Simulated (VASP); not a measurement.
# Ge (P6/mmm) in VASP: further runs

Runs on Ge. Level: PBE. Tasks: single point, relaxation of cell and atoms.

Everything below comes from runs of VASP 6.6.1. Logs are shortened: lines on timing, memory, paths and dates and some standing lists are left out, and cuts for length are marked.

### 1 The cell of the first run

Symmetry: P6/mmm, No. 191, hexagonal system. The conventional cell has a = 2.869 Å, b = 2.869 Å, c = 2.675 Å, α = 90.00°, β = 90.00°, γ = 120.00°. Within 3.5 Å of Ge (site symmetry 6/mmm) lie 8 Ge at 2.67 to 2.87 Å.

This isn't the form of Ge at room conditions, which is diamond.

### 2 Single point, PBE

The input, INCAR:

```
PREC = Accurate
ENCUT = 520
EDIFF = 1E-6
ISMEAR = 0
SIGMA = 0.1
LREAL = F
LASPH = T
NELM = 80
ALGO = Normal
ISIF = 2
LWAVE = F
LCHARG = T
GGA = PE
LELF = T
LVHAR = T
NBANDS = 13
```

The input, KPOINTS:

```
Automatic mesh
0
Gamma
  9 9 6
```

The input, POSCAR:

```
Ge
1.0
    2.8689963845      0.0000000000      0.0000000000
   -1.4344981922      2.4846237523      0.0000000000
    0.0000000000      0.0000000000      2.6749219773
Ge
1
Direct
    0.0000000000      0.0000000000      0.0000000000
```

Potentials or basis: VASP PAW PBE potentials, release 64 (Ge_d).

On the command line:

```sh
$ cat potpaw_PBE.64/Ge_d/POTCAR > POTCAR
$ mpirun -np 1 vasp_std > vasp.out
```

OUTCAR:

```text
PREC = Accurate
   ENCUT = 520
   EDIFF = 1E-6
   ISMEAR = 0
   LREAL = F
   LASPH = T
   NELM = 80
   ISIF = 2
   GGA = PE

 ion  position               nearest neighbor table
   1  0.000  0.000  0.000-

  LATTYP: Found a hexagonal cell.
 ALAT       =     2.8689963845
 C/A-ratio  =     0.9323546003

  Lattice vectors:

 A1 = (   2.8689963845,   0.0000000000,   0.0000000000)
 A2 = (  -1.4344981922,   2.4846237523,   0.0000000000)
 A3 = (   0.0000000000,   0.0000000000,   2.6749219773)

Analysis of symmetry for initial positions (statically):
=====================================================================
 Subroutine PRICEL returns:
 Original cell was already a primitive cell.

 Routine SETGRP: Setting up the symmetry group for a
 hexagonal supercell.

 Subroutine GETGRP returns: Found 24 space group operations
 (whereof 24 operations were pure point group operations)
 out of a pool of 24 trial point group operations.

The static configuration has the point symmetry D_6h.

Analysis of symmetry for dynamics (positions and initial velocities):
=====================================================================
 Subroutine PRICEL returns:
 Original cell was already a primitive cell.

 Routine SETGRP: Setting up the symmetry group for a
 hexagonal supercell.

 Subroutine GETGRP returns: Found 24 space group operations
 (whereof 24 operations were pure point group operations)
 out of a pool of 24 trial point group operations.

The dynamic configuration has the point symmetry D_6h.

 Subroutine INISYM returns: Found 24 space group operations
 (whereof 24 operations are pure point group operations),
 and found     1 'primitive' translations

----------------------------------------------------------------------------------------

                                     Primitive cell

  volume of cell :      19.0679

  direct lattice vectors                    reciprocal lattice vectors
     2.868996384  0.000000000  0.000000000     0.348553942  0.201237712  0.000000000
    -1.434498192  2.484623752  0.000000000     0.000000000  0.402475425  0.000000000
     0.000000000  0.000000000  2.674921977     0.000000000  0.000000000  0.373842680

  length of vectors
     2.868996384  2.868996384  2.674921977     0.402475425  0.402475425  0.373842680

  position of ions in fractional coordinates (direct lattice)
     0.000000000  0.000000000  0.000000000

  ion indices of the primitive-cell ions
   primitive index   ion index
[... 81 lines left out ...]
   POTIM  = 0.5000    time-step for ionic-motion
   TEBEG  =    0.0;   TEEND  =   0.0 temperature during run
   PSTRESS=    0.0 pullay stress
   NELECT =      14.0000    total number of electrons
   NUPDOWN=      -1.0000    fix difference up-down
   EMIN   =  10.00;   EMAX   =-10.00  energy-range for DOS
   EFERMI =   0.00;   METHOD = LEGACY
   ISMEAR =     0;   SIGMA  =   0.10  broadening in eV -4-tet -1-fermi 0-gaus
   EFERMI_NEDOS =   21; number of points for ismear=-14 and -15
   IALGO  =     38    algorithm
   IMIX   =      4    mixing-type and parameters
     AMIX     =   0.40;   BMIX     =  1.00
     AMIX_MAG =   1.60;   BMIX_MAG =  1.00
  volume/ion in A,a.u.               =      19.07       128.68
  Fermi-wavevector in a.u.,A,eV,Ry     =   1.476897  2.790931 29.677371  2.181225
  Thomas-Fermi vector in A             =   2.591368
   LORBIT       =      0    0 simple, 1 ext, 2 COOP (PROOUT), +10 PAW based schemes
   GGA     = PE    functional components
   LHFCALC =     F    Hartree Fock is set to
   AEXX    =    0.0000 exact exchange contribution
   IVDW    =     0    specifies the selected vdW correction
   LEPSILON=     F    determine dielectric tensor
   LRPA    =     F    only Hartree local field effects (RPA)
 non-spin polarized calculation
 Gauss-broadening in eV      SIGMA  =   0.10
  energy-cutoff  :      520.00
  volume of cell :       19.07
 maximum number of plane-waves:       526
 NGX is ok and might be reduce to    24
   NGX = 11   NGY = 11   NGZ =  9

 number of electron      14.0000005 magnetization

 Free energy of the ion-electron system (eV)
  ---------------------------------------------------
  ext. energy  EPLUGINS =         0.00000000
  ---------------------------------------------------
  free energy    TOTEN  =        -4.30453447 eV

  energy without entropy =       -4.30257393  energy(sigma->0) =       -4.30355420

 E-fermi :   6.6669     XC(G=0): -11.1817

 val. band max:        6.4235237884   @ k =   0.2222   0.1111   0.0000
 cond. band min:       6.6751344194   @ k =   0.3333   0.1111   0.5000
 fundamental gap:      0.2516106311
 Fermi energy:         6.6669439044

 k-point     1 :       0.0000    0.0000    0.0000
  band No.  band energies     occupation
      1     -18.2743      2.00000
      2     -18.1694      2.00000
      3     -18.1694      2.00000
      4     -18.0338      2.00000
      5     -18.0338      2.00000
      6      -6.5721      2.00000
      7      13.3069      0.00000
      8      14.6968      0.00000
      9      14.6968      0.00000
     10      16.7946      0.00000
     11      20.6095      0.00000
     12      20.6095      0.00000
     13      21.2496      0.00000
[... 354 lines left out ...]
  band No.  band energies     occupation
      1     -18.1431      2.00000
      2     -18.1140      2.00000
      3     -18.1140      2.00000
      4     -18.0911      2.00000
      5     -18.0911      2.00000
      6      -0.0071      2.00000
      7       3.6438      2.00000
      8       3.6439      2.00000
      9      13.8500      0.00000
     10      18.9927      0.00000
     11      18.9927      0.00000
     12      26.7135      0.00000
     13      26.7135      0.00000

 [... further k-points ...]

------------------------ aborting loop because EDIFF is reached ----------------------------------------

  FORCE on cell =-STRESS in cart. coord.  units (eV):
  Direction    XX          YY          ZZ          XY          YZ          ZX
  --------------------------------------------------------------------------------------
  -------------------------------------------------------------------------------------
  Total       -0.0176957     -0.0176957     -0.0191669     -0.0000000      0.0000000      0.0000000
  in kB       -1.4868821     -1.4868821     -1.6105002     -0.0000000      0.0000000      0.0000000
  external PRESSURE =      -1.5280881 kB  Pullay stress =       0.0000000 kB

 VOLUME and BASIS-vectors are now :
 -----------------------------------------------------------------------------
  energy-cutoff  :      520.00
  volume of cell :       19.07
      direct lattice vectors                 reciprocal lattice vectors
     2.868996384  0.000000000  0.000000000     0.348553942  0.201237712  0.000000000
    -1.434498192  2.484623752  0.000000000     0.000000000  0.402475425  0.000000000
     0.000000000  0.000000000  2.674921977     0.000000000  0.000000000  0.373842680

 POSITION                                       TOTAL-FORCE (eV/Angst)
 -----------------------------------------------------------------------------------
      0.00000      0.00000      0.00000         0.000000      0.000000      0.000000
 -----------------------------------------------------------------------------------
    total drift:                                0.000000      0.000000      0.000000

  FREE ENERGIE OF THE ION-ELECTRON SYSTEM (eV)
  ---------------------------------------------------
  free  energy   TOTEN  =        -4.3045344709 eV

  energy  without entropy=       -4.3025739329  energy(sigma->0) =       -4.30355420
```

stdout:

```text
POSCAR found type information on POSCAR Ge
 POSCAR found :  1 types and       1 ions
 scaLAPACK will be used
 LDA part: xc-table for (Slater+PW92), standard interpolation
 POSCAR, INCAR and KPOINTS ok, starting setup
 FFT: planning ... GRIDC
 FFT: planning ... GRID_SOFT
 FFT: planning ... GRID
 WAVECAR not read
 entering main loop
```

Run time: 3.5 s. Hardware: 1 thread of Intel Xeon 6975P-C (Granite Rapids), shared host; peak memory 0.13 GiB.

Results:

- Free energy: -4.3045 eV
- Pressure: -0.2 GPa
- Band gap on the k mesh: zero (bands 7 and 8 overlap by 10.20 eV)

Levels at points of the mesh, in eV from the Fermi level:
| k point | band 5 | band 6 | band 7 | band 8 | band 9 | band 10 |
| --- | --- | --- | --- | --- | --- | --- |
| (0.00, 0.00, 0.00) | -24.70 | -13.24 | 6.64 | 8.03 | 8.03 | 10.13 |
| (0.00, 0.00, 0.50) | -24.73 | -9.34 | -6.02 | 10.97 | 10.97 | 16.42 |

Caveat: the k points lie up to 0.39 Å⁻¹ apart, too coarse for converged energies and pressures of a metal.

### 3 Relaxation of cell and atoms, PBE

This run uses another cell than the first one, of 23.22 Å³/atom.

The input, INCAR:

```
  PREC = Accurate
  ENCUT = 600
  EDIFF = 1E-7
  ISMEAR = 0
  SIGMA = 0.1
  LREAL = False
  LASPH = True
  NELM = 100
  ALGO = Normal
  ISIF = 3
  LWAVE = False
  LCHARG = False
  GGA = PE
  IBRION = 2
  NSW = 90
  EDIFFG = -0.04
```

The input, KPOINTS:

```
Automatic mesh
0
Gamma
  6 6 6
```

The input, POSCAR:

```
Ge
1.0
    3.0614416627      0.0000000000      0.0000000000
   -1.5307208313      2.6512862521      0.0000000000
    0.0000000000      0.0000000000      2.8605345535
Ge
1
Direct
    0.0000000000      0.0000000000      0.0000000000
```

Potentials or basis: VASP PAW PBE potentials, release 64 (Ge_d).

On the command line:

```sh
$ cat potpaw_PBE.64/Ge_d/POTCAR > POTCAR
$ mpirun -np 1 vasp_std > vasp.out
```

Wall time 14 s (1 thread of Intel Xeon 6975P-C (Granite Rapids), shared host); peak memory 0.14 GiB.

The run converged. Its results:

```
Free energy                           : -4.3149 eV
Relaxed volume                        : 19.68 Å³/atom
Relaxed cell                          : a = 2.847 Å, b = 2.847 Å, c = 2.804 Å, α = 90.00°, β = 90.00°, γ = 120.00°
Space group after relaxing (to 0.1 Å) : P6/mmm (No. 191)
Energy gained by relaxing             : 133.4 meV/atom
Ionic steps                           : 7
Pressure after relaxing               : 0.1 GPa
Band gap on the k mesh                : zero (bands 7 and 8 overlap by 8.43 eV)
```

Stress tensor (GPa, compression positive):
```
0.15 0.00 0.00
0.00 0.15 0.00
0.00 0.00 0.01
```

The path:
| step | energy change (eV) | largest force (eV/Å) | pressure (GPa) | volume (Å³) |
| --- | --- | --- | --- | --- |
| 1 | 0.0000 | 0.0000 | -8.14 | 23.22 |
| 2 | -0.1292 | 0.0000 | 1.29 | 19.45 |
| 3 | -0.1326 | 0.0000 | -0.39 | 19.87 |
| 4 | -0.1326 | 0.0000 | -0.61 | 19.93 |
| 5 | -0.1332 | 0.0000 | -0.23 | 19.76 |
| 6 | -0.1333 | 0.0000 | -0.29 | 19.79 |
| 7 | -0.1334 | 0.0000 | 0.11 | 19.68 |

Final structure:
```
Ge
1.0
     2.84685    0.00000    0.00000
    -1.42343    2.46545    0.00000
     0.00000    0.00000    2.80437
Ge
1
Direct
  0.00000 0.00000 0.00000
```

Levels at points of the mesh, in eV from the Fermi level:
| k point | band 4 | band 5 | band 6 | band 7 | band 8 | band 9 | band 10 | band 11 |
| --- | --- | --- | --- | --- | --- | --- | --- | --- |
| (0.00, 0.00, 0.00) | -25.07 | -25.07 | -13.40 | 4.73 | 8.24 | 8.24 | 8.58 | 14.03 |
| (0.50, 0.00, 0.00) | -25.08 | -25.05 | -8.28 | -5.86 | 3.99 | 7.97 | 8.64 | 14.72 |
| (0.00, 0.00, 0.50) | -25.11 | -25.11 | -10.21 | -6.23 | 10.60 | 10.60 | 16.58 | 16.90 |
| (0.50, 0.00, 0.50) | -25.04 | -25.01 | -4.79 | -3.26 | -2.04 | 2.93 | 6.40 | 11.65 |

Caveat: the k points lie up to 0.42 Å⁻¹ apart in the final cell, too coarse for converged energies and pressures of a metal; the volume moved by over 15 % at a fixed basis, so the end points are rough.

### 4 Relaxation of cell and atoms, PBE

This run uses another cell than the first one, of 19.72 Å³/atom.

The input, INCAR:

```
SYSTEM = Ge
ALGO = Normal
EDIFF = 1E-7
EDIFFG = -0.04
ENCUT = 600
GGA = PE
IBRION = 2
ISIF = 3
ISMEAR = 0
LASPH = .TRUE.
LCHARG = .FALSE.
LREAL = .FALSE.
LWAVE = .FALSE.
NELM = 100
NSW = 90
PREC = Accurate
SIGMA = 0.1
```

The input, KPOINTS:

```
k-points
0
G
  9 9 6
  0 0 0
```

The input, POSCAR:

```
Ge
1.0
    2.8484788157      0.0000000000      0.0000000000
   -1.4242394078      2.4668550165      0.0000000000
    0.0000000000      0.0000000000      2.8058671569
Ge
1
Direct
    0.0000000000      0.0000000000      0.0000000000
```

Potentials or basis: VASP PAW PBE potentials, release 64 (Ge_d).

On the command line:

```sh
$ cat potpaw_PBE.64/Ge_d/POTCAR > POTCAR
$ mpirun -np 1 vasp_std > vasp.out
```

OUTCAR:

```text
SYSTEM = Ge
   EDIFF = 1E-7
   EDIFFG = -0.04
   ENCUT = 600
   GGA = PE
   IBRION = 2
   ISIF = 3
   ISMEAR = 0
   LASPH = .TRUE.
   LREAL = .FALSE.
   NELM = 100
   NSW = 90
   PREC = Accurate

 ion  position               nearest neighbor table
   1  0.000  0.000  0.000-

  LATTYP: Found a hexagonal cell.
 ALAT       =     2.8484788157
 C/A-ratio  =     0.9850405562

  Lattice vectors:

 A1 = (   2.8484788157,   0.0000000000,   0.0000000000)
 A2 = (  -1.4242394078,   2.4668550165,   0.0000000000)
 A3 = (   0.0000000000,   0.0000000000,   2.8058671569)

Analysis of symmetry for initial positions (statically):
=====================================================================
 Subroutine PRICEL returns:
 Original cell was already a primitive cell.

 Routine SETGRP: Setting up the symmetry group for a
 hexagonal supercell.

 Subroutine GETGRP returns: Found 24 space group operations
 (whereof 24 operations were pure point group operations)
 out of a pool of 24 trial point group operations.

The static configuration has the point symmetry D_6h.

Analysis of symmetry for dynamics (positions and initial velocities):
=====================================================================
 Subroutine PRICEL returns:
 Original cell was already a primitive cell.

 Routine SETGRP: Setting up the symmetry group for a
 hexagonal supercell.

 Subroutine GETGRP returns: Found 24 space group operations
[... 255 lines left out ...]

 number of electron      14.0000006 magnetization

 Free energy of the ion-electron system (eV)
  ---------------------------------------------------
  ext. energy  EPLUGINS =         0.00000000
  ---------------------------------------------------
  free energy    TOTEN  =        -4.30472574 eV

  energy without entropy =       -4.30278638  energy(sigma->0) =       -4.30375606

 E-fermi :   6.6745     XC(G=0): -11.1855

 val. band max:        6.4401003599   @ k =   0.2222   0.1111   0.0000
 cond. band min:       6.6808315766   @ k =   0.3333   0.1111   0.5000
 fundamental gap:      0.2407312167
 Fermi energy:         6.6745184612

 k-point     1 :       0.0000    0.0000    0.0000
  band No.  band energies     occupation
      1     -18.2657      2.00000
      2     -18.1609      2.00000
      3     -18.1609      2.00000
      4     -18.0251      2.00000
      5     -18.0251      2.00000
      6      -6.5702      2.00000
      7      13.2960      0.00000
      8      14.7267      0.00000
      9      14.7267      0.00000
     10      16.7912      0.00000
     11      20.6343      0.00000
[... 309 lines left out ...]
 k-point    24 :       0.3333    0.3333    0.1667
  band No.  band energies     occupation
      1     -18.1341      2.00000
      2     -18.1053      2.00000
      3     -18.1053      2.00000
      4     -18.0826      2.00000
      5     -18.0826      2.00000
      6       0.0094      2.00000
      7       3.6502      2.00000
      8       3.6502      2.00000
      9      13.8562      0.00000
     10      18.9930      0.00000
     11      18.9930      0.00000

 [... further k-points ...]

------------------------ aborting loop because EDIFF is reached ----------------------------------------

  FORCE on cell =-STRESS in cart. coord.  units (eV):
  Direction    XX          YY          ZZ          XY          YZ          ZX
  --------------------------------------------------------------------------------------
  -------------------------------------------------------------------------------------
  Total        0.0164425      0.0164425     -0.0106071      0.0000000      0.0000000      0.0000000
  in kB        1.3826786      1.3826786     -0.8919649      0.0000000      0.0000000      0.0000000
  external PRESSURE =       0.6244641 kB  Pullay stress =       0.0000000 kB
[... 16 lines left out ...]
  FREE ENERGIE OF THE ION-ELECTRON SYSTEM (eV)
  ---------------------------------------------------
  free  energy   TOTEN  =        -4.3047257411 eV

  energy  without entropy=       -4.3027863823  energy(sigma->0) =       -4.30375606

 reached required accuracy - stopping structural energy minimisation
```

CONTCAR:

```text
Ge
   1.00000000000000
     2.8673665505537098    0.0000000000003769    0.0000000000000000
    -1.4336832752261968    2.4832122747023204   -0.0000000000000000
     0.0000000000000000   -0.0000000000000000    2.6758466101909995
  Ge
     1
Direct
     1.0000000000000000    1.0000000000000000    1.0000000000000000

  0.00000000E+00  0.00000000E+00  0.00000000E+00
```

Wall time 9.8 s (1 thread of Intel Xeon 6975P-C (Granite Rapids), shared host); peak memory 0.14 GiB.

Results:

```yaml
Free_energy: -4.3047 eV
Relaxed_volume: 19.05 Å³/atom
Relaxed_cell: a = 2.867 Å, b = 2.867 Å, c = 2.676 Å, α = 90.00°, β = 90.00°, γ = 120.00°
Space_group_after_relaxing_to_0.1_Å: P6/mmm (No. 191)
Energy_gained_by_relaxing: 24.2 meV/atom
Ionic_steps: 4
Pressure_after_relaxing: 0.1 GPa
Band_gap_on_the_k_mesh: zero (bands 7 and 8 overlap by 10.18 eV)
```

The path:
```csv
step,energy change (eV),largest force (eV/Å),pressure (GPa),volume (Å³)
1,0.0000,0.0000,-1.42,19.72
2,-0.0240,0.0000,-0.44,19.20
3,-0.0240,0.0000,-0.48,19.22
4,-0.0242,0.0000,0.06,19.05
```

Final structure:
```yaml
crystal:
  lattice:
    - [2.86737, 0.00000, 0.00000]
    - [-1.43368, 2.48321, 0.00000]
    - [0.00000, 0.00000, 2.67585]
  atoms:
    - { symbol: Ge, position: [0.00000, 0.00000, 0.00000] }
```

Caveat: the k points lie up to 0.39 Å⁻¹ apart in the final cell, too coarse for converged energies and pressures of a metal.

### 5 Single point, PBE

This run uses another cell than the first one, of 19.33 Å³/atom.

The input, INCAR:

```
PREC = Accurate
ENCUT = 520
EDIFF = 1E-6
ISMEAR = 0
SIGMA = 0.1
LREAL = F
LASPH = T
NELM = 100
ALGO = Normal
ISIF = 2
LWAVE = F
LCHARG = F
GGA = PE
NBANDS = 13
```

The input, KPOINTS:

```
regular mesh
0
Gamma
  24 24 20
```

The input, POSCAR:

```
Ge
1.0
    2.8788644916      0.0000000000      0.0000000000
   -1.4394322458      2.4931697838      0.0000000000
    0.0000000000      0.0000000000      2.6933892688
Ge
1
Direct
    0.0000000000      0.0000000000      0.0000000000
```

On the command line:

```sh
$ cat potpaw_PBE.64/Ge_d/POTCAR > POTCAR
$ mpirun -np 1 vasp_std > vasp.out
```

Wall time 30 s (1 thread of Intel Xeon 6975P-C (Granite Rapids), shared host); peak memory 0.26 GiB.

Results (log left out):

```
Free energy            : -4.2757 eV
Pressure               : -0.2 GPa
Band gap on the k mesh : zero (bands 7 and 8 overlap by 10.10 eV)
```

Levels at points of the mesh, in eV from the Fermi level:
| k point | band 4 | band 5 | band 6 | band 7 | band 8 | band 9 | band 10 | band 11 |
| --- | --- | --- | --- | --- | --- | --- | --- | --- |
| (0.00, 0.00, 0.00) | -24.53 | -24.53 | -12.98 | 6.63 | 8.12 | 8.12 | 10.17 | 14.04 |
| (0.50, 0.00, 0.00) | -24.55 | -24.54 | -8.11 | -5.45 | 4.07 | 8.06 | 10.36 | 16.35 |
| (0.00, 0.00, 0.50) | -24.60 | -24.56 | -9.19 | -5.77 | 10.97 | 10.97 | 16.52 | 17.40 |
| (0.50, 0.00, 0.50) | -24.55 | -24.46 | -3.96 | -2.37 | -1.84 | 3.48 | 6.95 | 12.28 |

[end of part 1 of 2]

The gap in the log of VASP goes by the Fermi energy; the results here count the filled bands.